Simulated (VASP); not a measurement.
# SiO2 (I-42d) in VASP: a series of runs, part 2 of 2

VASP 6.6.1. Earlier steps stand in the parts before.

## 3. Single point, r2SCAN

This run uses another cell than the first one, of 14.91 Å³/atom.

The input, POSCAR:

```
SiO2
1.0
   -2.4732445746      2.4732445746      3.6563571981
    2.4732445746     -2.4732445746      3.6563571981
    2.4732445746      2.4732445746     -3.6563571981
Si O
2 4
Direct
    0.0000000000      0.0000000000      0.0000000000
    0.7500000000      0.2500000000      0.5000000000
    0.9731664989      0.6250000000      0.8481664989
    0.3750000000      0.2231664989      0.3481664989
    0.7768335011      0.1250000000      0.1518335011
    0.8750000000      0.0268335011      0.6518335011
```

The input, INCAR.step1:

```
SYSTEM = SiO2
ALGO = Normal
EDIFF = 1E-4
ENCUT = 520
GGA = PE
ISMEAR = 0
LASPH = .TRUE.
LCHARG = .FALSE.
LREAL = .FALSE.
LWAVE = .TRUE.
NBANDS = 25
NELM = 80
PREC = Accurate
SIGMA = 0.02
```

The input, INCAR.step2:

```
SYSTEM = SiO2
ALGO = Normal
EDIFF = 1E-7
ENCUT = 520
ISIF = 2
ISMEAR = 0
ISTART = 1
LASPH = .TRUE.
LCHARG = .FALSE.
LMIXTAU = .TRUE.
LREAL = .FALSE.
LWAVE = .FALSE.
METAGGA = R2SCAN
NBANDS = 25
NELM = 80
PREC = Accurate
SIGMA = 0.02
```

The input, KPOINTS:

```
k-points
0
G
  8 8 8
  0 0 0
```

Potentials or basis: VASP PAW PBE potentials, release 64 (Si, O).

Launch:

```console
$ cat potpaw_PBE.64/Si/POTCAR potpaw_PBE.64/O/POTCAR > POTCAR
$ cp INCAR.step1 INCAR
$ mpirun -np 1 vasp_std > vasp.out
$ cp INCAR.step2 INCAR
$ mpirun -np 1 vasp_std > vasp.out
```

Run time: 15 min. Hardware: 1 thread of Intel Xeon 8259CL, shared host; peak memory 0.31 GiB.

It converged, with:

```
Free energy            : -59.5883 eV
Pressure               : 0.2 GPa
Band gap on the k mesh : 6.56 eV
```

Levels at points of the mesh, in eV from the valence-band top:
```csv
k point,band 12,band 13,band 14,band 15,band 16,band 17,band 18,band 19,band 20,band 21
"(0.00, 0.00, 0.00)",-1.62,-1.57,-0.71,0.00,0.00,6.56,9.70,11.72,11.74,11.74
"(0.50, 0.00, 0.00)",-1.64,-1.51,-0.80,-0.49,-0.14,9.07,9.59,10.51,11.18,11.83
"(0.50, 0.50, 0.00)",-2.10,-0.99,-0.99,-0.34,-0.34,9.87,9.87,11.22,11.22,12.08
"(0.50, 0.50, 0.50)",-2.10,-1.50,-1.50,-0.32,-0.32,9.63,9.63,11.11,11.11,12.68
```

Caveat: the PAW data sets were made with another functional, which shifts forces and pressure a little. A k mesh can miss the band edges.

## 4. Single point, r2SCAN

This run uses another cell than the first one, of 14.91 Å³/atom.

POSCAR is that of step 3.

The input, INCAR.step1:

```
PREC = Accurate
ENCUT = 520
ISMEAR = 0
SIGMA = 0.02
LREAL = F
LASPH = T
NELM = 80
NBANDS = 25
GGA = PE
ALGO = Normal
EDIFF = 1E-4
LWAVE = T
LCHARG = F
```

The input, INCAR.step2:

```
PREC = Accurate
ENCUT = 520
EDIFF = 1E-6
ISMEAR = 0
SIGMA = 0.02
LREAL = F
LASPH = T
NELM = 80
ALGO = Normal
ISIF = 2
LWAVE = F
LCHARG = F
METAGGA = R2SCAN
LMIXTAU = T
NBANDS = 25
ISTART = 1
```

The input, KPOINTS:

```
Automatic mesh
0
Gamma
  8 8 8
```

Launch:

```console
$ cat potpaw_PBE.64/Si/POTCAR potpaw_PBE.64/O/POTCAR > POTCAR
$ cp INCAR.step1 INCAR
$ mpirun -np 1 vasp_std > vasp.out
$ cp INCAR.step2 INCAR
$ mpirun -np 1 vasp_std > vasp.out
```

It took 12 min on 1 thread of Intel Xeon 8259CL, shared host; peak memory 0.31 GiB.

Results (log left out):

```
Free energy            : -59.5883 eV
Pressure               : 0.2 GPa
Band gap on the k mesh : 6.55 eV
```

Levels at points of the mesh, in eV from the valence-band top:
| k point | band 12 | band 13 | band 14 | band 15 | band 16 | band 17 | band 18 | band 19 | band 20 | band 21 |
| --- | --- | --- | --- | --- | --- | --- | --- | --- | --- | --- |
| (0.00, 0.00, 0.00) | -1.62 | -1.57 | -0.71 | 0.00 | 0.00 | 6.55 | 9.70 | 11.72 | 11.74 | 11.74 |
| (0.50, 0.00, 0.00) | -1.64 | -1.51 | -0.80 | -0.49 | -0.14 | 9.07 | 9.59 | 10.51 | 11.18 | 11.83 |
| (0.50, 0.50, 0.00) | -2.10 | -0.99 | -0.99 | -0.34 | -0.34 | 9.87 | 9.87 | 11.22 | 11.22 | 12.08 |
| (0.50, 0.50, 0.50) | -2.10 | -1.50 | -1.50 | -0.32 | -0.32 | 9.63 | 9.63 | 11.11 | 11.11 | 12.68 |

Caveat: the PAW data sets were made with another functional, which shifts forces and pressure a little. r2SCAN opens gaps a little over a GGA but as a rule still falls short of measured ones.

## 5. Single point, r2SCAN (15.36 Å³/atom)

This run uses another cell than the first one, of 15.36 Å³/atom.

The input, POSCAR:

```
SiO2
1.0
   -2.5065746259      2.5065746259      3.6665591304
    2.5065746259     -2.5065746259      3.6665591304
    2.5065746259      2.5065746259     -3.6665591304
Si O
2 4
Direct
    0.0000000000      0.0000000000      0.0000000000
    0.7500000000      0.2500000000      0.5000000000
    0.9620318057      0.6250000000      0.8370318057
    0.3750000000      0.2120318057      0.3370318057
    0.7879681943      0.1250000000      0.1629681943
    0.8750000000      0.0379681943      0.6629681943
```

The input, INCAR.step1:

```
ALGO = Normal
EDIFF = 1E-4
ENCUT = 520
GGA = PE
ISMEAR = 0
LASPH = T
LCHARG = F
LREAL = F
LWAVE = T
NBANDS = 25
NELM = 60
PREC = Accurate
SIGMA = 0.02
```

The input, INCAR.step2:

```
ALGO = Normal
EDIFF = 1E-6
ENCUT = 520
ISIF = 2
ISMEAR = 0
ISTART = 1
LASPH = T
LCHARG = F
LMIXTAU = T
LREAL = F
LWAVE = F
METAGGA = R2SCAN
NBANDS = 25
NELM = 60
PREC = Accurate
SIGMA = 0.02
```

The input, KPOINTS:

```
k-points
0
Gamma
  8 8 8
```

Launch:

```console
$ cat potpaw_PBE.64/Si/POTCAR potpaw_PBE.64/O/POTCAR > POTCAR
$ cp INCAR.step1 INCAR
$ mpirun -np 1 vasp_std > vasp.out
$ cp INCAR.step2 INCAR
$ mpirun -np 1 vasp_std > vasp.out
```

Wall time 15 min (1 thread of Intel Xeon 8259CL, shared host); peak memory 0.31 GiB.

The run converged. Its results:

```yaml
Free_energy: -59.5889 eV
Pressure: -0.5 GPa
Largest_force: 0.003 eV/Å
Band_gap_on_the_k_mesh: 6.44 eV
```

Forces in eV/Å, atoms in the order of the input:
```
Si   0.000  0.000  0.000
Si   0.000  0.000  0.000
O    0.000 -0.003  0.000
O   -0.003  0.000  0.000
O    0.000  0.003  0.000
O    0.003  0.000  0.000
```

Levels at points of the mesh, in eV from the valence-band top:
```
           k point  band 13  band 14  band 15  band 16  band 17  band 18  band 19  band 20
(0.00, 0.00, 0.00)    -1.67    -0.59     0.00     0.00     6.44     9.69    11.31    11.31
(0.50, 0.00, 0.00)    -1.59    -0.84    -0.58    -0.12     8.92     9.39    10.29    11.14
(0.50, 0.50, 0.00)    -1.07    -1.07    -0.39    -0.39     9.66     9.66    11.20    11.20
(0.50, 0.50, 0.50)    -1.49    -1.49    -0.39    -0.39     9.49     9.49    11.27    11.27
```

Caveat: the PAW data sets were made with another functional, which shifts forces and pressure a little.

## 6. Relaxation of shape and atoms at fixed volume, r2SCAN (15.36 Å³/atom)

This run uses another cell than the first one, of 15.36 Å³/atom.

The input, POSCAR:

```
SiO2
1.0
   -2.4977337856      2.4977337856      3.6925611089
    2.4977337856     -2.4977337856      3.6925611089
    2.4977337856      2.4977337856     -3.6925611089
Si O
2 4
Direct
    0.0000000000      0.0000000000      0.0000000000
    0.7500000000      0.2500000000      0.5000000000
    0.9731664815      0.6250000000      0.8481664815
    0.3750000000      0.2231664815      0.3481664815
    0.7768335185      0.1250000000      0.1518335185
    0.8750000000      0.0268335185      0.6518335185
```

The input, INCAR.step1:

```
SYSTEM = SiO2
PREC     = Accurate       ! precision mode
ENCUT    = 600            ! plane-wave cutoff, eV
ISMEAR   = 0              ! smearing method
SIGMA    = 0.02           ! smearing width, eV
LREAL    = .False.        ! projectors in reciprocal space
LASPH    = .True.         ! aspherical terms in the spheres
NELM     = 100            ! most SCF steps
GGA      = PE             ! functional
ALGO     = Normal         ! electronic algorithm
EDIFF    = 1E-4           ! SCF threshold, eV
LWAVE    = .True.         ! write WAVECAR
LCHARG   = .False.        ! write CHGCAR
```

The input, INCAR.step2:

```
SYSTEM = SiO2
PREC     = Accurate       ! precision mode
ENCUT    = 600            ! plane-wave cutoff, eV
EDIFF    = 1E-6           ! SCF threshold, eV
ISMEAR   = 0              ! smearing method
SIGMA    = 0.02           ! smearing width, eV
LREAL    = .False.        ! projectors in reciprocal space
LASPH    = .True.         ! aspherical terms in the spheres
NELM     = 100            ! most SCF steps
ALGO     = Normal         ! electronic algorithm
ISIF     = 4              ! what is computed and relaxed
LWAVE    = .False.        ! write WAVECAR
LCHARG   = .False.        ! write CHGCAR
METAGGA  = R2SCAN         ! meta-GGA
LMIXTAU  = .True.       
IBRION   = 2              ! ionic algorithm
NSW      = 50             ! ionic steps
EDIFFG   = -0.01          ! ionic threshold
ISTART   = 1
```

The input, KPOINTS:

```
Automatic mesh
0
Gamma
  8 8 8
  0 0 0
```

Potentials or basis: VASP PAW PBE potentials, release 64 (Si, O).

Launch:

```console
$ cat potpaw_PBE.64/Si/POTCAR potpaw_PBE.64/O/POTCAR > POTCAR
$ cp INCAR.step1 INCAR
$ mpirun -np 1 vasp_std > vasp.out
$ cp INCAR.step2 INCAR
$ mpirun -np 1 vasp_std > vasp.out
```

It took 81 min on 1 thread of Oxide Virtual Turin-like, shared host; peak memory 0.31 GiB.

Results (log left out):

```yaml
Free_energy: -59.6073 eV
Energy_gained_by_relaxing: 5.9 meV/atom
Ionic_steps: 7
Pressure_after_relaxing: -0.7 GPa
Band_gap_on_the_k_mesh: 6.44 eV
```

Forces in eV/Å, atoms in the order of the input:
```
Si   0.000  0.000  0.000
Si   0.000  0.000  0.000
O    0.000 -0.002  0.000
O   -0.002  0.000  0.000
O    0.000  0.002  0.000
O    0.002  0.000  0.000
```

Step by step:
```
step  energy change (eV)  largest force (eV/Å)  pressure (GPa)  volume (Å³)
   1              0.0000                0.3274           -4.77        92.15
   2             -0.0174                0.2252           -3.62        92.15
   3             -0.0332                0.0456           -0.21        92.15
   4             -0.0341                0.0017           -0.81        92.15
   5             -0.0341                0.0033           -0.88        92.15
   6             -0.0350                0.0034           -0.81        92.15
   7             -0.0355                0.0022           -0.71        92.15
```

Final structure:
```
Si O
1.0
    -2.50574    2.50574    3.66900
     2.50574   -2.50574    3.66900
     2.50574    2.50574   -3.66900
Si O
2 4
Direct
  0.00000 0.00000 0.00000
  0.75000 0.25000 0.50000
  0.96190 0.62500 0.83690
  0.37500 0.21190 0.33690
  0.78810 0.12500 0.16310
  0.87500 0.03810 0.66310
```

Levels at points of the mesh, in eV from the valence-band top:
```
           k point  band 13  band 14  band 15  band 16  band 17  band 18  band 19  band 20
(0.00, 0.00, 0.00)    -1.67    -0.59     0.00     0.00     6.44     9.70    11.30    11.32
(0.50, 0.00, 0.00)    -1.59    -0.84    -0.59    -0.12     8.92     9.39    10.29    11.14
(0.50, 0.50, 0.00)    -1.08    -1.08    -0.40    -0.40     9.66     9.66    11.20    11.20
(0.50, 0.50, 0.50)    -1.49    -1.49    -0.39    -0.39     9.48     9.48    11.28    11.28
```

Caveat: the PAW data sets were made with another functional, which shifts forces and pressure a little.

## 7. Overview

```csv
task,cell,cutoff (eV),gap on the mesh (eV),pressure (GPa)
single point,"a = 5.021 Å, angles 121.9, 121.9, 86.7°, 6 atoms, atomic positions A",520,6.67,1.0
single point,"a = 5.060 Å, angles 121.5, 121.5, 87.5°, 6 atoms, atomic positions B",520,6.55,0.2
single point,"a = 5.100 Å, angles 121.1, 121.1, 88.1°, 6 atoms, atomic positions C",520,6.44,-0.5
relaxation of shape and atoms at fixed volume,"relaxed from a = 5.110 Å, angles 121.5, 121.5, 87.5°, 6 atoms, atomic positions B",600,6.44,-0.7
```

Alike in all rows: level r2SCAN; potentials or basis VASP PAW PBE potentials, release 64 (Si, O); no spin polarisation; k mesh 8 × 8 × 8; smearing gaussian 0.02 eV.

Caveats: the PAW data sets were made with another functional, which shifts forces and pressure a little.

Total energies depend on the potentials used, so only differences within one code and one set of settings carry meaning.
